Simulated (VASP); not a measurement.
# B27P28 (a cell with a defect) in VASP: a series of runs

Runs on B27P28 (a cell with a defect). Level: PBE. Tasks: relaxation of the atoms, single point.

Program: VASP 6.6.1. These are calculated values, not measurements. Logs are shortened: lines on timing, memory, paths and dates and some standing lists are left out, and cuts for length are marked.

## (1) The cell of the first run

The cell holds a defect, 55 atoms: a = 9.648 Å, b = 9.648 Å, c = 9.648 Å, α = 60.00°, β = 60.00°, γ = 60.00°.

## (2) Relaxation of the atoms, PBE (with an interstitial atom)

INCAR

```
  ALGO = Normal
  EDIFF = 1E-6
  EDIFFG = -0.025
  ENCUT = 520
  GGA = PE
  IBRION = 2
  ISIF = 2
  ISMEAR = 0
  LASPH = T
  LCHARG = F
  LREAL = Auto
  LWAVE = F
  NELECT = 220.0
  NELM = 80
  NSW = 65
  PREC = Accurate
  SIGMA = 0.01
```

KPOINTS

```
k-points
0
Gamma
  1 1 1
```

POSCAR

```
B27P28
1.0
   -6.8222892028      0.0000000000      6.8222892028
   -6.8222892028     -6.8222892028      0.0000000000
    0.0000000000     -6.8222892028      6.8222892028
B P
27 28
Direct
    0.3396030373      0.3270636293     -0.0062697040
    0.3322283798      0.0008071756     -0.0005093977
    0.3396030373      0.6729363707     -0.0062697040
    0.3396030373      0.3270636293      0.3396030373
    0.3332907017      0.0001278949      0.3332907017
    0.3332907017      0.6666240350      0.3332907017
    0.3322283798      0.3328239357      0.6674738423
    0.3322283798      1.0008071756      0.6674738423
    0.3332907017      0.6666240350      0.6667945616
    0.6798928403      0.3289246088     -0.0044087245
    0.6674738423      0.0008071756     -0.0005093977
    0.6674738423      0.6655617132     -0.0005093977
    0.6674738423      0.3328239357      0.3322283798
    0.6674738423      1.0008071756      0.3322283798
    0.6667945616      0.6666240350      0.3332907017
    0.6674738423      0.3328239357      0.6674738423
    0.6666666667      0.0000000000      0.6666666667
    0.6674738423      0.6655617132      0.6674738423
   -0.0044087245      0.3289246088     -0.0044087245
   -0.0044087245      1.0132261736     -0.0044087245
   -0.0062697040      0.6729363707     -0.0062697040
   -0.0062697040      0.3270636293      0.3396030373
   -0.0005093977      0.0008071756      0.3322283798
   -0.0062697040      0.6729363707      0.3396030373
   -0.0044087245      0.3289246088      0.6798928403
   -0.0005093977      0.0008071756      0.6674738423
   -0.0005093977      0.6655617132      0.6674738423
    0.0772559568      0.4105892901      0.0772559568
    0.0838644625      0.0828022042      0.0838644625
    0.0772559568      0.7682321297      0.0772559568
    0.0772559568      0.4105892901      0.4348987964
    0.0823581817      0.0818177768      0.4179120208
    0.0823581817      0.7512453541      0.4179120208
    0.0838644625      0.4171977958      0.7494688708
    0.0838644625      0.0828022042      0.7494688708
    0.0823581817      0.7512453541      0.7484844434
    0.4348987964      0.4105892901      0.0772559568
    0.4179120208      0.0818177768      0.0823581817
    0.4179120208      0.7512453541      0.0823581817
    0.4179120208      0.4156915151      0.4179120208
    0.4179120208      0.0818177768      0.4179120208
    0.4166666667      0.7500000000      0.4166666667
    0.4179120208      0.4156915151      0.7484844434
    0.4168993928      0.0832557580      0.7499224246
    0.4179120208      0.7512453541      0.7484844434
    0.7494688708      0.4171977958      0.0838644625
    0.7494688708      0.0828022042      0.0838644625
    0.7484844434      0.7512453541      0.0823581817
    0.7484844434      0.4156915151      0.4179120208
    0.7499224246      0.0832557580      0.4168993928
    0.7484844434      0.7512453541      0.4179120208
    0.7494688708      0.4171977958      0.7494688708
    0.7499224246      0.0832557580      0.7499224246
    0.7499224246      0.7502327261      0.7499224246
    0.1666666667      0.5000000000      0.1666666667
```

Potentials or basis: VASP PAW PBE potentials, release 64 (B, P).

Started as:

```sh
cat potpaw_PBE.64/B/POTCAR potpaw_PBE.64/P/POTCAR > POTCAR
mpirun -np 1 vasp_gam > vasp.out
```

OUTCAR:

```text
EDIFF = 1E-6
   EDIFFG = -0.025
   ENCUT = 520
   GGA = PE
   IBRION = 2
   ISIF = 2
   ISMEAR = 0
   LASPH = T
   LREAL = Auto
   NELECT = 220.0
   NELM = 80
   NSW = 65
   PREC = Accurate

 ion  position               nearest neighbor table
   1  0.340  0.327  0.994-  38 1.93  43 1.93  28 2.07  37 2.07  55 2.36
   2  0.332  0.001  0.999-  29 1.96  44 1.97  39 1.97  38 1.97
   3  0.340  0.673  0.994-  39 1.93  45 1.93  30 2.07  37 2.07  55 2.36
   4  0.340  0.327  0.340-  41 1.93  40 1.93  31 2.07  37 2.07  55 2.36
   5  0.333  0.000  0.333-  42 1.97  38 1.98  32 1.98  41 1.98
   6  0.333  0.667  0.333-  42 1.97  40 1.98  33 1.98  39 1.98
   7  0.332  0.333  0.667-  34 1.96  44 1.97  40 1.97  43 1.97
   8  0.332  0.001  0.667-  35 1.96  44 1.97  41 1.97  45 1.97
   9  0.333  0.667  0.667-  42 1.97  43 1.98  36 1.98  45 1.98
  10  0.680  0.329  0.996-  37 1.93  46 1.94  47 1.94  52 1.94
[... 8 lines left out ...]
  19  0.996  0.329  0.996-  28 1.93  29 1.94  34 1.94  46 1.94
  20  0.996  0.013  0.996-  30 1.93  29 1.94  35 1.94  47 1.94
  21  0.994  0.673  0.994-  36 1.93  48 1.93  30 2.07  28 2.07  55 2.36
  22  0.994  0.327  0.340-  32 1.93  49 1.93  28 2.07  31 2.07  55 2.36
[... 14 lines left out ...]
  37  0.435  0.411  0.077-  10 1.93   4 2.07   3 2.07   1 2.07  55 2.11
  38  0.418  0.082  0.082-   1 1.93  11 1.97   2 1.97   5 1.98
  39  0.418  0.751  0.082-   3 1.93  12 1.97   2 1.97   6 1.98
  40  0.418  0.416  0.418-   4 1.93   7 1.97  13 1.97   6 1.98
  41  0.418  0.082  0.418-   4 1.93   8 1.97  14 1.97   5 1.98
  42  0.417  0.750  0.417-   5 1.97   9 1.97  15 1.97   6 1.97
  43  0.418  0.416  0.748-   1 1.93  16 1.97   7 1.97   9 1.98
[... 9 lines left out ...]
  53  0.750  0.083  0.750-  11 1.97  26 1.97  16 1.97  17 1.97
  54  0.750  0.750  0.750-  18 1.97  12 1.97  27 1.97  17 1.97
  55  0.167  0.500  0.167-  31 2.11  37 2.11  28 2.11  30 2.11   4 2.36   3 2.36  24 2.36  22 2.36
                             1 2.36  21 2.36

  LATTYP: Found a face centered cubic cell.
 ALAT       =    13.6445784056

  Lattice vectors:

 A1 = (  -6.8222892028,   0.0000000000,   6.8222892028)
 A2 = (  -6.8222892028,  -6.8222892028,   0.0000000000)
 A3 = (   0.0000000000,  -6.8222892028,   6.8222892028)

Analysis of symmetry for initial positions (statically):
=====================================================================
 Subroutine PRICEL returns:
 Original cell was already a primitive cell.

 Routine SETGRP: Setting up the symmetry group for a
 face centered cubic supercell.

 Subroutine GETGRP returns: Found 24 space group operations
 (whereof  6 operations were pure point group operations)
 out of a pool of 48 trial point group operations.

The static configuration has the point symmetry C_3v.
 The point group associated with its full space group is T_d .

Analysis of symmetry for dynamics (positions and initial velocities):
=====================================================================
 Subroutine PRICEL returns:
 Original cell was already a primitive cell.

 Routine SETGRP: Setting up the symmetry group for a
 face centered cubic supercell.

 Subroutine GETGRP returns: Found 24 space group operations
 (whereof  6 operations were pure point group operations)
 out of a pool of 48 trial point group operations.

The dynamic configuration has the point symmetry C_3v.
 The point group associated with its full space group is T_d .

 Subroutine INISYM returns: Found 24 space group operations
 (whereof  6 operations are pure point group operations),
 and found     1 'primitive' translations

----------------------------------------------------------------------------------------

                                     Primitive cell

  volume of cell :     635.0682

  direct lattice vectors                    reciprocal lattice vectors
    -6.822289203  0.000000000  6.822289203    -0.073289183  0.073289183  0.073289183
    -6.822289203 -6.822289203  0.000000000    -0.073289183 -0.073289183 -0.073289183
     0.000000000 -6.822289203  6.822289203     0.073289183 -0.073289183  0.073289183

  length of vectors
     9.648173917  9.648173917  9.648173917     0.126940588  0.126940588  0.126940588

  position of ions in fractional coordinates (direct lattice)
     0.339603037  0.327063629  0.993730296
     0.332228380  0.000807176  0.999490602
     0.339603037  0.672936371  0.993730296
     0.339603037  0.327063629  0.339603037
     0.333290702  0.000127895  0.333290702
     0.333290702  0.666624035  0.333290702
[... 47 lines left out ...]
     0.749922425  0.750232726  0.749922425
     0.166666667  0.500000000  0.166666667

  ion indices of the primitive-cell ions
   primitive index   ion index
                 1           1
                 2           2
                 3           3
                 4           4
                 5           5
                 6           6
[... 47 lines left out ...]
                54          54
                55          55

----------------------------------------------------------------------------------------

 KPOINTS: k-points

Automatic generation of k-mesh.
 Grid dimensions read from file:
 generate k-points for:    1    1    1

 Generating k-lattice:

  Cartesian coordinates                     Fractional coordinates (reciprocal lattice)
    -0.073289183  0.073289183  0.073289183     1.000000000  0.000000000  0.000000000
    -0.073289183 -0.073289183 -0.073289183     0.000000000  1.000000000  0.000000000
     0.073289183 -0.073289183  0.073289183     0.000000000  0.000000000  1.000000000

  Length of vectors
     0.126940588  0.126940588  0.126940588

  Shift w.r.t. Gamma in fractional coordinates (k-lattice)
     0.000000000  0.000000000  0.000000000

 Subroutine IBZKPT returns following result:
 ===========================================

 Found      1 irreducible k-points:

 Following reciprocal coordinates:
            Coordinates               Weight
  0.000000  0.000000  0.000000      1.000000
   k-points           NKPTS =      1   k-points in BZ     NKDIM =      1   number of bands    NBANDS=    138
   number of dos      NEDOS =    301   number of ions     NIONS =     55
   total plane-waves  NPLWV = 373248
   dimension x,y,z NGX =    72 NGY =   72 NGZ =   72
   dimension x,y,z NGXF=   144 NGYF=  144 NGZF=  144
   ions per type =              27  28
   NGX,Y,Z   is equivalent  to a cutoff of  12.41, 12.41, 12.41 a.u.
   NGXF,Y,Z  is equivalent  to a cutoff of  24.81, 24.81, 24.81 a.u.
 SYSTEM =  unknown system
   PREC   = accura    normal or accurate (medium, high low for compatibility)
   ISTART =      0    job   : 0-new  1-cont  2-samecut
   ICHARG =      2    charge: 1-file 2-atom 10-const
   ISPIN  =      1    spin polarized calculation?
   LNONCOLLINEAR =      F non collinear calculations
   LSORBIT =      F    spin-orbit coupling
   LASPH  =      T    aspherical Exc in radial PAW
   ENCUT  =  520.0 eV  38.22 Ry    6.18 a.u.  17.94 17.94 17.94*2*pi/ulx,y,z
   NELM   =     80;   NELMIN=  2; NELMDL= -5     # of ELM steps
   EDIFF  = 0.1E-05   stopping-criterion for ELM
   LREAL  =      T    real-space projection
   EDIFFG = -.3E-01   stopping-criterion for IOM
   NSW    =     65    number of steps for IOM
   IBRION =      2    ionic relax: 0-MD 1-quasi-New 2-CG
   NFREE  =      1    steps in history (QN), initial steepest desc. (CG)
   ISIF   =      2    stress and relaxation
   ISYM   =      2    0-nonsym 1-usesym 2-fastsym
   POTIM  = 0.5000    time-step for ionic-motion
   TEBEG  =    0.0;   TEEND  =   0.0 temperature during run
   PSTRESS=    0.0 pullay stress
   NELECT =     220.0000    total number of electrons
   NUPDOWN=      -1.0000    fix difference up-down
   EMIN   =  10.00;   EMAX   =-10.00  energy-range for DOS
   EFERMI =   0.00;   METHOD = LEGACY
   ISMEAR =     0;   SIGMA  =   0.01  broadening in eV -4-tet -1-fermi 0-gaus
   EFERMI_NEDOS =   21; number of points for ismear=-14 and -15
   IALGO  =     38    algorithm
   IMIX   =      4    mixing-type and parameters
     AMIX     =   0.40;   BMIX     =  1.00
     AMIX_MAG =   1.60;   BMIX_MAG =  1.00
  volume/ion in A,a.u.               =      11.55        77.92
  Fermi-wavevector in a.u.,A,eV,Ry     =   1.149765  2.172740 17.986339  1.321959
  Thomas-Fermi vector in A             =   2.286432
   LORBIT       =      0    0 simple, 1 ext, 2 COOP (PROOUT), +10 PAW based schemes
   GGA     = PE    functional components
   LHFCALC =     F    Hartree Fock is set to
   AEXX    =    0.0000 exact exchange contribution
   IVDW    =     0    specifies the selected vdW correction
   LEPSILON=     F    determine dielectric tensor
   LRPA    =     F    only Hartree local field effects (RPA)
 conjugate gradient relaxation of ions
 non-spin polarized calculation
 Gauss-broadening in eV      SIGMA  =   0.01
  energy-cutoff  :      520.00
  volume of cell :      635.07
 maximum number of plane-waves:      8481
 NGX is ok and might be reduce to    70
   NGX = 35   NGY = 35   NGZ = 35

--------------------------------------- Ionic step        1  -------------------------------------------

 number of electron     219.9999997 magnetization

 Free energy of the ion-electron system (eV)
  ---------------------------------------------------
  ext. energy  EPLUGINS =         0.00000000
  ---------------------------------------------------
  free energy    TOTEN  =      -336.64887647 eV

  energy without entropy =     -336.63345024  energy(sigma->0) =     -336.64116335

------------------------ aborting loop because EDIFF is reached ----------------------------------------

  FORCE on cell =-STRESS in cart. coord.  units (eV):
  Direction    XX          YY          ZZ          XY          YZ          ZX
  --------------------------------------------------------------------------------------
  -------------------------------------------------------------------------------------
  Total       17.7118048     17.7118048     17.7118048     -0.0000000     -0.0000000     -0.0000000
  in kB       44.6841012     44.6841012     44.6841012     -0.0000000     -0.0000000     -0.0000000
  external PRESSURE =      44.6841012 kB  Pullay stress =       0.0000000 kB
[... 430 lines left out ...]
  energy  without entropy=     -336.6581036384  energy(sigma->0) =     -336.66581675

--------------------------------------- Ionic step        6  -------------------------------------------

 number of electron     219.9999997 magnetization

 Free energy of the ion-electron system (eV)
  ---------------------------------------------------
  ext. energy  EPLUGINS =         0.00000000
  ---------------------------------------------------
  free energy    TOTEN  =      -336.67423212 eV

  energy without entropy =     -336.65880588  energy(sigma->0) =     -336.66651900

 E-fermi :   8.6202     XC(G=0): -10.9235

 val. band max:        7.6510091961   @ k =   0.0000   0.0000   0.0000
 cond. band min:       8.6232451234   @ k =   0.0000   0.0000   0.0000
 fundamental gap:      0.9722359273
 Fermi energy:         8.6201994499

 k-point     1 :       0.0000    0.0000    0.0000
  band No.  band energies     occupation
      1      -9.1080      2.00000
      2      -7.2512      2.00000
      3      -6.2854      2.00000
      4      -6.2854      2.00000
      5      -6.2854      2.00000
      6      -5.8511      2.00000
[... 114 lines left out ...]
    121       9.9922      0.00000
    122      10.1890      0.00000
 [bands above 122 left out]

------------------------ aborting loop because EDIFF is reached ----------------------------------------

  FORCE on cell =-STRESS in cart. coord.  units (eV):
  Direction    XX          YY          ZZ          XY          YZ          ZX
  --------------------------------------------------------------------------------------
  -------------------------------------------------------------------------------------
  Total       17.0783392     17.0783392     17.0783392     -0.0000000      0.0000000      0.0000000
  in kB       43.0859671     43.0859671     43.0859671     -0.0000000      0.0000000      0.0000000
  external PRESSURE =      43.0859671 kB  Pullay stress =       0.0000000 kB
[... 70 lines left out ...]
  FREE ENERGIE OF THE ION-ELECTRON SYSTEM (eV)
  ---------------------------------------------------
  free  energy   TOTEN  =      -336.6742321168 eV

  energy  without entropy=     -336.6588058849  energy(sigma->0) =     -336.66651900

 reached required accuracy - stopping structural energy minimisation
```

Wall time 12 min (1 thread of AMD EPYC 7R13, shared host); peak memory 0.8 GiB.

What came out:

| Quantity | Value |
| --- | --- |
| Free energy | -336.6742 eV |
| Energy gained by relaxing | 0.5 meV/atom |
| Ionic steps | 6 |
| Largest force after relaxing | 0.017 eV/Å |

Forces in eV/Å, atoms in the order of the input:
```
B    0.000 -0.014  0.000
B    0.009 -0.009 -0.001
B    0.014  0.000  0.000
B    0.000  0.000 -0.014
B   -0.010 -0.010 -0.010
B    0.010  0.010 -0.010
B    0.001 -0.009 -0.009
B    0.009 -0.001 -0.009
B    0.010 -0.010  0.010
B   -0.004  0.004  0.004
B   -0.001 -0.009  0.009
B    0.009  0.001  0.009
B   -0.009  0.001 -0.009
B   -0.001  0.009 -0.009
B   -0.010  0.010  0.010
B   -0.009 -0.009  0.001
B    0.000  0.000  0.000
B    0.009  0.009  0.001
B    0.004  0.004 -0.004
B   -0.004 -0.004 -0.004
B    0.000  0.000  0.014
B   -0.014  0.000  0.000
B   -0.009  0.009 -0.001
B    0.000  0.014  0.000
B    0.004 -0.004  0.004
B   -0.009 -0.001  0.009
B    0.001  0.009  0.009
P   -0.003 -0.003  0.003
P    0.000  0.000 -0.003
P    0.003  0.003  0.003
P   -0.003  0.003 -0.003
P    0.007 -0.006 -0.006
P    0.006 -0.007 -0.006
P    0.003  0.000  0.000
P    0.000 -0.003  0.000
P    0.006 -0.006 -0.007
P    0.003 -0.003 -0.003
P   -0.006  0.007 -0.006
P   -0.007  0.006 -0.006
P    0.006  0.006  0.007
P   -0.006 -0.006  0.007
P    0.000  0.000  0.000
P    0.006  0.007  0.006
P   -0.003  0.003  0.003
P   -0.007 -0.006  0.006
P    0.000  0.003  0.000
P   -0.003  0.000  0.000
P   -0.006  0.006 -0.007
P    0.007  0.006  0.006
P    0.003 -0.003  0.003
P   -0.006 -0.007  0.006
P    0.000  0.000  0.003
P    0.003  0.003 -0.003
P   -0.003 -0.003 -0.003
P    0.000  0.000  0.000
```

The path:
```tsv
step	energy change (eV)	largest force (eV/Å)	pressure (GPa)
1	0.0000	0.2652	4.47
2	-0.0160	0.1431	4.38
3	-0.0186	0.0953	4.40
4	-0.0236	0.0476	4.36
5	-0.0247	0.0450	4.33
6	-0.0254	0.0167	4.31
```

Final structure:
```xyz
55
Lattice="-6.8223 0.0000 6.8223 -6.8223 -6.8223 0.0000 0.0000 -6.8223 6.8223" Properties=species:S:1:pos:R:3 pbc="T T T"
B    -4.5482   -9.0322    9.0964
B    -2.2740   -6.8224    9.0849
B    -6.8865  -11.3705    9.0964
B    -4.5482   -4.5482    4.6124
B    -9.0952   -9.0952    4.5494
B    -6.8235   -6.8235    4.5494
B    -4.5367   -6.8224    6.8222
B    -2.2740   -4.5597    6.8222
B    -6.8235   -9.0952    6.8211
B    -6.8854   -9.0333   11.4336
B    -4.5597   -6.8224   11.3705
B    -9.0963  -11.3590   11.3705
B    -6.8224   -4.5367    6.8222
B    -4.5597   -2.2740    6.8222
B    -9.0952   -6.8235    6.8211
B    -6.8224   -6.8224    9.1079
B    -4.5482   -4.5482    9.0964
B    -9.0963   -9.0963    9.1079
B    -9.0333   -9.0333   13.5815
B    -6.8854   -6.8854   13.5815
B   -11.3705  -11.3705   13.5804
B    -9.0322   -4.5482    9.0964
B    -6.8224   -2.2740    9.0849
B   -11.3705   -6.8865    9.0964
B    -9.0333   -6.8854   11.4336
B    -6.8224   -4.5597   11.3705
B   -11.3590   -9.0963   11.3705
P    -3.3246   -3.3246    1.0505
P    -1.1370   -1.1370    1.1433
P    -5.7718   -5.7718    1.0505
P    -3.3246   -5.7718    3.4977
P    -1.1221   -3.4051    3.4172
P    -5.6913   -7.9743    3.4172
P    -3.4174   -7.9593    5.6852
P    -1.1370   -5.6790    5.6852
P    -5.6913  -10.2274    5.6703
P    -5.7718   -3.3246    3.4977
P    -3.4051   -1.1221    3.4172
P    -7.9743   -5.6913    3.4172
P    -5.6913   -5.6913    5.7002
P    -3.4051   -3.4051    5.7002
P    -7.9593   -7.9593    5.6852
P    -5.6913   -7.9444    7.9533
P    -3.4126   -5.6838    7.9608
P    -7.9743  -10.2274    7.9533
P    -7.9593   -3.4174    5.6852
P    -5.6790   -1.1370    5.6852
P   -10.2274   -5.6913    5.6703
P    -7.9444   -5.6913    7.9533
P    -5.6838   -3.4126    7.9608
P   -10.2274   -7.9743    7.9533
P    -7.9593   -7.9593   10.2272
P    -5.6838   -5.6838   10.2320
P   -10.2349  -10.2349   10.2320
P    -4.5482   -4.5482    2.2741
```

Caveat: the k points lie up to 0.80 Å⁻¹ apart; the cell carries a net charge on a neutralising background, which shifts energy and pressure; the cell differs from its parent crystal (with an interstitial atom); the cell is charged against a uniform background, so pressure and absolute levels hang on convention.

(Continued in part 2 of 2.)
